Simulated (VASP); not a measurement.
Wanted: the native input for a VASP 6.6.1 run.

```yaml
Task: relaxation of cell and atoms
Functional: LDA
Potentials_or_basis: VASP PAW LDA potentials, release 64 (Zr_sv, Os_sv_GW)
Cutoff: 560 eV
k_mesh: 6 × 6 × 6
Occupations: gaussian, width 0.1 eV
Spin: no spin polarisation
Dipole_correction: no
Further_INCAR_settings: ALGO = Normal; EDIFF = 1e-07; IBRION = 2; EDIFFG = -0.02; NSW = 80; ISIF = 3
```

The structure of ZrOs3 lies in POSCAR:

```
ZrOs3
1.0
    3.9965870000      0.0000000000      0.0000000000
    0.0000000000      3.9965870000      0.0000000000
    0.0000000000      0.0000000000      3.9965870000
Zr Os
1 3
Direct
    0.0000000000      0.0000000000      0.0000000000
    0.5000000000      0.5000000000      0.0000000000
    0.5000000000      0.0000000000      0.5000000000
    0.0000000000      0.5000000000      0.5000000000
```

One way to write it, as run:

INCAR

```
PREC     = Accurate       # precision mode
ENCUT    = 560            # plane-wave cutoff, eV
EDIFF    = 1E-7           # SCF threshold, eV
ISMEAR   = 0              # smearing method
SIGMA    = 0.1            # smearing width, eV
LREAL    = False          # projectors in reciprocal space
LASPH    = True           # aspherical terms in the spheres
NELM     = 120            # most SCF steps
ALGO     = Normal         # electronic algorithm
ISIF     = 3              # what is computed and relaxed
LWAVE    = False          # write WAVECAR
LCHARG   = False          # write CHGCAR
GGA      = CA             # functional
IBRION   = 2              # ionic algorithm
NSW      = 80             # ionic steps
EDIFFG   = -0.02          # ionic threshold
GGA_COMPAT= False        
NELMIN   = 4
```

KPOINTS

```
regular mesh
0
Gamma
  6 6 6
```

Potentials or basis: VASP PAW LDA potentials, release 64 (Zr_sv, Os_sv_GW).

Run with:

```bash
$ cat potpaw_LDA.64/Zr_sv/POTCAR potpaw_LDA.64/Os_sv_GW/POTCAR > POTCAR
$ mpirun -np 1 vasp_std > vasp.out
```

Results of the run:

The relaxed volume is 15.10 Å³/atom. The relaxed cell is a = 3.923 Å, b = 3.923 Å, c = 3.923 Å, α = 90.00°, β = 90.00°, γ = 90.00°, the space group after relaxing (to 0.1 Å) is Pm-3m (No. 221) and the pressure after relaxing is 0.0 GPa. The band gap on the k mesh is zero (bands 30 and 31 overlap by 4.14 eV).

Caveat: spin-orbit coupling is left out, which moves the levels of the heavy elements.

Run time: 120 s on 1 thread of Intel(R) Xeon(R) Platinum 8488C (Sapphire Rapids) (shared host), peak memory 0.19 GiB.
